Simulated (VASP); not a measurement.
# Ga5N (F-43m) in VASP: further runs

Ga5N is run at these levels: PBE; tasks: single point, relaxation of cell and atoms.

All numbers are computed with VASP 6.6.1; they aren't measurements. Logs are shortened: lines on timing, memory, paths and dates and some standing lists are left out, and cuts for length are marked.

### Step 1. The cell of the first run

It takes space group F-43m (No. 216, cubic). The conventional cell has a = 7.331 Å, b = 7.331 Å, c = 7.331 Å, α = 90.00°, β = 90.00°, γ = 90.00°. Within 2.1 Å of Ga (site symmetry 3m) lie 1 N at 1.55 Å. Ga (site symmetry -43m) has 12 Ga at 3.05 Å and 6 N at 3.67 Å within 4.0 Å. Within 2.1 Å of N (site symmetry -43m) lie 4 Ga at 1.55 Å.

### Step 2. Single point, PBE

Contents of INCAR:

```
SYSTEM = Ga5N
  PREC = Accurate
  ENCUT = 520
  EDIFF = 1E-6
  ISMEAR = 0
  SIGMA = 0.1
  LREAL = .FALSE.
  LASPH = .TRUE.
  NELM = 60
  ALGO = Normal
  ISIF = 2
  LWAVE = .FALSE.
  LCHARG = .FALSE.
  GGA = PE
  NBANDS = 44
```

Contents of KPOINTS:

```
regular mesh
0
G
  4 4 4
  0 0 0
```

Contents of POSCAR:

```
Ga5N
1.0
    0.0000000000      3.6654748600      3.6654748600
    3.6654748600      0.0000000000      3.6654748600
    3.6654748600      3.6654748600      0.0000000000
Ga N
5 1
Direct
    0.3778550300      0.3778550300      0.3778550300
    0.3778550300      0.3778550300      0.8664349100
    0.3778550300      0.8664349100      0.3778550300
    0.8664349100      0.3778550300      0.3778550300
    0.0000000000      0.0000000000      0.0000000000
    0.5000000000      0.5000000000      0.5000000000
```

Potentials or basis: VASP PAW PBE potentials, release 64 (Ga_d, N).

Started as:

```bash
> cat potpaw_PBE.64/Ga_d/POTCAR potpaw_PBE.64/N/POTCAR > POTCAR
> mpirun -np 1 vasp_std > vasp.out
```

OUTCAR:

```text
SYSTEM = Ga5N
   PREC = Accurate
   ENCUT = 520
   EDIFF = 1E-6
   ISMEAR = 0
   LREAL = .FALSE.
   LASPH = .TRUE.
   NELM = 60
   ISIF = 2
   GGA = PE

 ion  position               nearest neighbor table
   1  0.378  0.378  0.378-   6 1.55   3 2.53   4 2.53   2 2.53   2 2.65   3 2.65   4 2.65
   2  0.378  0.378  0.866-   6 1.55   3 2.53   4 2.53   1 2.53   1 2.65   3 2.65   4 2.65
   3  0.378  0.866  0.378-   6 1.55   2 2.53   4 2.53   1 2.53   1 2.65   2 2.65   4 2.65
   4  0.866  0.378  0.378-   6 1.55   2 2.53   3 2.53   1 2.53   2 2.65   3 2.65   1 2.65
   5  0.000  0.000  0.000-
   6  0.500  0.500  0.500-   1 1.55   2 1.55   3 1.55   4 1.55

  LATTYP: Found a face centered cubic cell.
 ALAT       =     7.3309497200

  Lattice vectors:

 A1 = (   0.0000000000,   3.6654748600,   3.6654748600)
 A2 = (   3.6654748600,   0.0000000000,   3.6654748600)
 A3 = (   3.6654748600,   3.6654748600,   0.0000000000)

Analysis of symmetry for initial positions (statically):
=====================================================================
 Subroutine PRICEL returns:
 Original cell was already a primitive cell.

 Routine SETGRP: Setting up the symmetry group for a
 face centered cubic supercell.

 Subroutine GETGRP returns: Found 24 space group operations
 (whereof 24 operations were pure point group operations)
 out of a pool of 48 trial point group operations.

The static configuration has the point symmetry T_d .

Analysis of symmetry for dynamics (positions and initial velocities):
=====================================================================
 Subroutine PRICEL returns:
 Original cell was already a primitive cell.

 Routine SETGRP: Setting up the symmetry group for a
 face centered cubic supercell.

 Subroutine GETGRP returns: Found 24 space group operations
 (whereof 24 operations were pure point group operations)
 out of a pool of 48 trial point group operations.

The dynamic configuration has the point symmetry T_d .

 Subroutine INISYM returns: Found 24 space group operations
 (whereof 24 operations are pure point group operations),
 and found     1 'primitive' translations

----------------------------------------------------------------------------------------

                                     Primitive cell

  volume of cell :      98.4965

  direct lattice vectors                    reciprocal lattice vectors
[... 80 lines left out ...]
   EDIFFG = 0.1E-04   stopping-criterion for IOM
   NSW    =      0    number of steps for IOM
   IBRION =     -1    ionic relax: 0-MD 1-quasi-New 2-CG
   NFREE  =      0    steps in history (QN), initial steepest desc. (CG)
   ISIF   =      2    stress and relaxation
   ISYM   =      2    0-nonsym 1-usesym 2-fastsym
   POTIM  = 0.5000    time-step for ionic-motion
   TEBEG  =    0.0;   TEEND  =   0.0 temperature during run
   PSTRESS=    0.0 pullay stress
   NELECT =      70.0000    total number of electrons
   NUPDOWN=      -1.0000    fix difference up-down
   EMIN   =  10.00;   EMAX   =-10.00  energy-range for DOS
   EFERMI =   0.00;   METHOD = LEGACY
   ISMEAR =     0;   SIGMA  =   0.10  broadening in eV -4-tet -1-fermi 0-gaus
   EFERMI_NEDOS =   21; number of points for ismear=-14 and -15
   IALGO  =     38    algorithm
   IMIX   =      4    mixing-type and parameters
     AMIX     =   0.40;   BMIX     =  1.00
     AMIX_MAG =   1.60;   BMIX_MAG =  1.00
  volume/ion in A,a.u.               =      16.42       110.78
  Fermi-wavevector in a.u.,A,eV,Ry     =   1.460945  2.760786 29.039744  2.134361
  Thomas-Fermi vector in A             =   2.577335
   LORBIT       =      0    0 simple, 1 ext, 2 COOP (PROOUT), +10 PAW based schemes
   GGA     = PE    functional components
   LHFCALC =     F    Hartree Fock is set to
   AEXX    =    0.0000 exact exchange contribution
   IVDW    =     0    specifies the selected vdW correction
   LEPSILON=     F    determine dielectric tensor
   LRPA    =     F    only Hartree local field effects (RPA)
 non-spin polarized calculation
 Gauss-broadening in eV      SIGMA  =   0.10
  energy-cutoff  :      520.00
  volume of cell :       98.50
 maximum number of plane-waves:      2685
 NGX is ok and might be reduce to    40
   NGX = 19   NGY = 19   NGZ = 19

 number of electron      69.9999999 magnetization

 Free energy of the ion-electron system (eV)
  ---------------------------------------------------
  ext. energy  EPLUGINS =         0.00000000
  ---------------------------------------------------
  free energy    TOTEN  =       -10.78516809 eV

  energy without entropy =      -10.75952370  energy(sigma->0) =      -10.77234589

 E-fermi :   6.0747     XC(G=0): -10.8548

 val. band max:        6.0147579619   @ k =   0.5000   0.2500   0.0000
 cond. band min:       6.0777099457   @ k =  -0.2500   0.2500   0.0000
 fundamental gap:      0.0629519838
 Fermi energy:         6.0746891207

 k-point     1 :       0.0000    0.0000    0.0000
  band No.  band energies     occupation
      1     -17.0246      2.00000
      2     -11.2368      2.00000
      3     -11.2368      2.00000
      4     -11.2368      2.00000
      5     -10.1415      2.00000
      6     -10.1415      2.00000
[... 365 lines left out ...]
     43      12.3849      0.00000
     44      12.7024      0.00000

------------------------ aborting loop because EDIFF is reached ----------------------------------------

  FORCE on cell =-STRESS in cart. coord.  units (eV):
  Direction    XX          YY          ZZ          XY          YZ          ZX
  --------------------------------------------------------------------------------------
  -------------------------------------------------------------------------------------
  Total       35.7659265     35.7659265     35.7659265      0.0000000     -0.0000000     -0.0000000
  in kB      581.7807289    581.7807289    581.7807289      0.0000000     -0.0000000     -0.0000000
  external PRESSURE =     581.7807289 kB  Pullay stress =       0.0000000 kB

 VOLUME and BASIS-vectors are now :
 -----------------------------------------------------------------------------
  energy-cutoff  :      520.00
  volume of cell :       98.50
      direct lattice vectors                 reciprocal lattice vectors
     0.000000000  3.665474860  3.665474860    -0.136407974  0.136407974  0.136407974
     3.665474860  0.000000000  3.665474860     0.136407974 -0.136407974  0.136407974
     3.665474860  3.665474860  0.000000000     0.136407974  0.136407974 -0.136407974

 POSITION                                       TOTAL-FORCE (eV/Angst)
 -----------------------------------------------------------------------------------
      2.77004      2.77004      2.77004        -9.681528     -9.681528     -9.681528
      4.56091      4.56091      2.77004         9.681528      9.681528     -9.681528
      4.56091      2.77004      4.56091         9.681528     -9.681528      9.681528
      2.77004      4.56091      4.56091        -9.681528      9.681528      9.681528
      0.00000      0.00000      0.00000        -0.000000     -0.000000     -0.000000
      3.66547      3.66547      3.66547         0.000000     -0.000000      0.000000
 -----------------------------------------------------------------------------------
    total drift:                               -0.000007     -0.000007     -0.000006

  FREE ENERGIE OF THE ION-ELECTRON SYSTEM (eV)
  ---------------------------------------------------
  free  energy   TOTEN  =       -10.7851680899 eV

  energy  without entropy=      -10.7595237001  energy(sigma->0) =      -10.77234589
```

OSZICAR:

```text
N       E                     dE             d eps       ncg     rms          rms(c)
DAV:   1     0.650000527464E+03    0.65000E+03   -0.33585E+04   760   0.308E+03
DAV:   2     0.974588745639E+02   -0.55254E+03   -0.53432E+03   712   0.639E+02
DAV:   3    -0.812149062255E+01   -0.10558E+03   -0.10316E+03   824   0.205E+02
DAV:   4    -0.159070412326E+02   -0.77856E+01   -0.76410E+01   812   0.560E+01
DAV:   5    -0.162985972118E+02   -0.39156E+00   -0.39053E+00   960   0.121E+01    0.138E+01
DAV:   6    -0.101531764136E+02    0.61454E+01   -0.98962E+00  1208   0.437E+01    0.389E+00
DAV:   7    -0.109712651583E+02   -0.81809E+00   -0.12181E+01   756   0.153E+01    0.419E+00
DAV:   8    -0.107864154401E+02    0.18485E+00   -0.11029E+00   880   0.110E+01    0.224E+00
DAV:   9    -0.107823260017E+02    0.40894E-02   -0.28825E-01   788   0.580E+00    0.423E-01
DAV:  10    -0.107847052559E+02   -0.23793E-02   -0.52692E-02   776   0.238E+00    0.127E-01
DAV:  11    -0.107853362163E+02   -0.63096E-03   -0.95036E-03   992   0.568E-01    0.110E-01
DAV:  12    -0.107851520934E+02    0.18412E-03   -0.67717E-04  1080   0.260E-01    0.634E-02
DAV:  13    -0.107851724602E+02   -0.20367E-04   -0.42458E-04   804   0.103E-01    0.445E-02
DAV:  14    -0.107851714827E+02    0.97751E-06   -0.23121E-05   872   0.606E-02    0.193E-02
DAV:  15    -0.107851671430E+02    0.43397E-05   -0.17020E-05   760   0.449E-02    0.424E-03
DAV:  16    -0.107851680899E+02   -0.94686E-06   -0.84842E-06   668   0.144E-02
   1 F= -.10785168E+02 E0= -.10772346E+02  d E =-.256444E-01
```

stdout:

```text
POSCAR found type information on POSCAR GaN
 POSCAR found :  2 types and       6 ions
 scaLAPACK will be used
 LDA part: xc-table for (Slater+PW92), standard interpolation
 POSCAR, INCAR and KPOINTS ok, starting setup
 FFT: planning ... GRIDC
 FFT: planning ... GRID_SOFT
 FFT: planning ... GRID
 WAVECAR not read
 entering main loop
```

Run time: 70 s. Hardware: 1 thread of Intel Xeon Platinum 8259CL at 2.50GHz (Skylake/Cascade Lake), shared host; peak memory 0.24 GiB.

What came out:

| Quantity | Value |
| --- | --- |
| Free energy | -10.7852 eV |
| Pressure | 58.2 GPa |
| Largest force | 16.769 eV/Å |
| Band gap on the k mesh | zero (band 35 reaches 6.59 eV, above the bottom of band 36 at 5.58 eV) |

Forces on the atoms (eV/Å):
```
Ga  -9.682 -9.682 -9.682
Ga   9.682  9.682 -9.682
Ga   9.682 -9.682  9.682
Ga  -9.682  9.682  9.682
Ga   0.000  0.000  0.000
N    0.000  0.000  0.000
```

Caveat: the k points lie up to 0.37 Å⁻¹ apart; forces of over 1 eV/Å act on the atoms, so gaps and moduli don't describe the material at rest.

### Step 3. Single point, PBE

This run uses another cell than the first one, of 23.69 Å³/atom, 1.443 times its volume.

Contents of INCAR:

```
PREC = Accurate
ENCUT = 520
EDIFF = 1E-6
ISMEAR = 0
SIGMA = 0.1
LREAL = False
LASPH = True
NELM = 60
ALGO = Normal
ISIF = 2
LWAVE = False
LCHARG = False
GGA = PE
NBANDS = 44
```

Contents of KPOINTS:

```
regular mesh
0
Gamma
  4 4 4
```

Contents of POSCAR:

```
Ga5N
1.0
    0.0000000000      4.1420905653      4.1420905653
    4.1420905653      0.0000000000      4.1420905653
    4.1420905653      4.1420905653      0.0000000000
Ga N
5 1
Direct
    0.3629798000      0.3629798000      0.3629798000
    0.3629798000      0.3629798000      0.9110606000
    0.3629798000      0.9110606000      0.3629798000
    0.9110606000      0.3629798000      0.3629798000
    0.0000000000      0.0000000000      0.0000000000
    0.5000000000      0.5000000000      0.5000000000
```

Potentials or basis: VASP PAW PBE potentials, release 64 (Ga_d, N).

Started as:

```bash
> cat potpaw_PBE.64/Ga_d/POTCAR potpaw_PBE.64/N/POTCAR > POTCAR
> mpirun -np 1 vasp_std > vasp.out
```

Run time: 1.8 min. Hardware: 1 thread of Intel Xeon Platinum 8259CL at 2.50GHz (Skylake/Cascade Lake), shared host; peak memory 0.32 GiB.

Results (log left out):

```
Free energy            : -20.8215 eV
Pressure               : 0.1 GPa
Band gap on the k mesh : zero (band 35 reaches 3.42 eV, above the bottom of band 36 at 3.00 eV)
```

Levels at points of the mesh, in eV from the Fermi level:
| k point | band 31 | band 32 | band 33 | band 34 | band 35 | band 36 | band 37 | band 38 | band 39 | band 40 |
| --- | --- | --- | --- | --- | --- | --- | --- | --- | --- | --- |
| (0.00, 0.00, 0.00) | -4.13 | -2.79 | -2.79 | -2.79 | 0.38 | 0.38 | 0.57 | 0.57 | 0.57 | 1.69 |
| (0.50, 0.00, 0.00) | -4.58 | -2.62 | -2.62 | -2.44 | 0.33 | 0.33 | 1.95 | 1.95 | 2.00 | 2.58 |
| (0.50, 0.50, 0.00) | -4.90 | -2.53 | -1.88 | -1.88 | -0.63 | 1.83 | 1.83 | 1.85 | 2.34 | 2.93 |

### Step 4. Relaxation of cell and atoms, PBE

Contents of INCAR:

```
SYSTEM = Ga5N
ALGO = Normal
EDIFF = 1E-6
EDIFFG = -0.04
ENCUT = 600
GGA = PE
IBRION = 2
ISIF = 3
ISMEAR = 0
LASPH = .TRUE.
LCHARG = .FALSE.
LREAL = .FALSE.
LWAVE = .FALSE.
NELM = 100
NSW = 90
PREC = Accurate
SIGMA = 0.1
```

Contents of KPOINTS:

```
k-points
0
G
  4 4 4
  0 0 0
```

Contents of POSCAR:

```
Ga5N
1.0
    0.0000000000      3.6654748600      3.6654748600
    3.6654748600      0.0000000000      3.6654748600
    3.6654748600      3.6654748600      0.0000000000
Ga N
5 1
Direct
    0.3778550300      0.3778550300      0.3778550300
    0.3778550300      0.3778550300      0.8664349100
    0.3778550300      0.8664349100      0.3778550300
    0.8664349100      0.3778550300      0.3778550300
    0.0000000000      0.0000000000      0.0000000000
    0.5000000000      0.5000000000      0.5000000000
```

Started as:

```bash
> cat potpaw_PBE.64/Ga_d/POTCAR potpaw_PBE.64/N/POTCAR > POTCAR
> mpirun -np 1 vasp_std > vasp.out
```

Wall time 10 min (1 thread of Intel Xeon Platinum 8259CL at 2.50GHz (Skylake/Cascade Lake), shared host); peak memory 0.28 GiB.

The run converged. Its results:

| Quantity | Value |
| --- | --- |
| Free energy | -20.8081 eV |
| Relaxed volume | 23.63 Å³/atom |
| Relaxed cell | a = 5.853 Å, b = 5.853 Å, c = 5.853 Å, α = 60.00°, β = 60.00°, γ = 60.00° |
| Space group after relaxing (to 0.05 Å) | F-43m (No. 216) |
| Energy gained by relaxing | 1670.3 meV/atom |
| Ionic steps | 10 |
| Pressure after relaxing | 0.1 GPa |
| Largest force after relaxing | 0.021 eV/Å |
| Band gap on the k mesh | zero (band 35 reaches 3.43 eV, above the bottom of band 36 at 3.01 eV) |

Forces on the atoms (eV/Å):
```
Ga  -0.012 -0.012 -0.012
Ga   0.012  0.012 -0.012
Ga   0.012 -0.012  0.012
Ga  -0.012  0.012  0.012
Ga   0.000  0.000  0.000
N    0.000  0.000  0.000
```

The path:
```csv
step,energy change (eV),largest force (eV/Å),pressure (GPa),volume (Å³)
1,0.0000,16.7676,58.17,98.50
2,31.6341,58.7455,54.50,210.23
3,-6.3719,9.1288,11.47,129.89
4,-7.6255,6.9088,11.91,123.08
5,-8.4520,2.6277,17.47,111.74
6,-8.4573,3.2083,16.58,113.09
7,-9.9906,0.0293,-1.56,148.08
8,-10.0196,0.1695,-0.01,141.90
9,-10.0199,0.1419,-0.36,142.62
10,-10.0218,0.0212,0.07,141.80
```

Final structure:
```
Ga N
1.0
     0.00000    4.13886    4.13886
     4.13886    0.00000    4.13886
     4.13886    4.13886    0.00000
Ga N
5 1
Direct
  0.36301 0.36301 0.36301
  0.36301 0.36301 0.91097
  0.36301 0.91097 0.36301
  0.91097 0.36301 0.36301
  0.00000 0.00000 0.00000
  0.50000 0.50000 0.50000
```

Levels at points of the mesh, in eV from the Fermi level:
| k point | band 32 | band 33 | band 34 | band 35 | band 36 | band 37 | band 38 | band 39 |
| --- | --- | --- | --- | --- | --- | --- | --- | --- |
| (0.00, 0.00, 0.00) | -2.79 | -2.79 | -2.79 | 0.38 | 0.38 | 0.57 | 0.57 | 0.57 |
| (0.50, 0.00, 0.00) | -2.62 | -2.62 | -2.44 | 0.33 | 0.33 | 1.96 | 1.96 | 2.01 |
| (0.50, 0.50, 0.00) | -2.52 | -1.88 | -1.88 | -0.64 | 1.84 | 1.84 | 1.86 | 2.34 |

Caveat: the k points lie up to 0.33 Å⁻¹ apart in the final cell; the volume moved by over 15 % at a fixed basis, so the end points are rough.

(Part 1 of 2 ends here.)
